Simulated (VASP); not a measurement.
Runs of VASP 6.6.1 on BP (rocksalt type). The structure is that of space group Fm-3m (No. 225), or close to it. The cells are those of the table. 

```csv
task,cell,cutoff (eV),k mesh for the DOS,occupations for the DOS,gap on the mesh (eV),pressure (GPa)
relaxation of cell and atoms,"relaxed from a = 3.047 Å, angles 60.0°, 2 atoms",600,-,-,none,0.0
single point,"a = 2.719 Å, angles 60.0°, 2 atoms",520,-,-,none,102.3
single point,"a = 2.614 Å, angles 60.0°, 2 atoms",520,-,-,none,(a)
single point,"a = 2.907 Å, angles 60.0°, 2 atoms",520,-,-,none,27.6
```

Alike in all rows: level PBEsol; potentials or basis VASP PAW PBE potentials, release 64 (B, P); no spin polarisation; k mesh 15 × 15 × 15; smearing fermi-dirac 0.1 eV.

**Question.** Estimate the missing entries.

**Answer.** (a) 169.7.

Caveats: the PAW data sets were made with another functional, which shifts forces and pressure a little.

A gap of «none» marks levels without a gap at the run's occupations.
